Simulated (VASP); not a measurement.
Sr, 3 atoms in the cell. The structure is hexagonal, space group P6/mmm (No. 191). Conventional cell: a = 6.721 Å, b = 6.721 Å, c = 3.996 Å, α = 90.00°, β = 90.00°, γ = 120.00°. Within 5.2 Å of Sr (site symmetry 6/mmm) lie 14 Sr at 4.00 to 4.36 Å. Within 5.1 Å of Sr (site symmetry -6m2) lie 11 Sr at 3.88 to 4.36 Å. This isn't the form of Sr at room conditions, which is fcc.

- Program: VASP 6.6.1
- Task: single point
- Functional: PBEsol
- Potentials or basis: VASP PAW PBE potentials, release 64 (Sr_sv)
- Cutoff: 520 eV
- k mesh: 9 × 9 × 10
- Occupations: gaussian, width 0.1 eV
- Spin: no spin polarisation
- Dipole correction: no
- Further INCAR settings: ALGO = Fast; EDIFF = 1e-07; NBANDS = 22

Potentials or basis: VASP PAW PBE potentials, release 64 (Sr_sv).

Launch:

```sh
$ cat potpaw_PBE.64/Sr_sv/POTCAR > POTCAR
$ mpirun -np 1 vasp_std > vasp.out
```

Hardware: 1 thread of Intel Xeon 8259CL, with other jobs on the host.

Estimate the wall time of this run.

It took 10 min on 1 thread of Intel Xeon 8259CL, on a shared host, peak memory 0.35 GiB. Counts: scf iterations 21, k points 72.
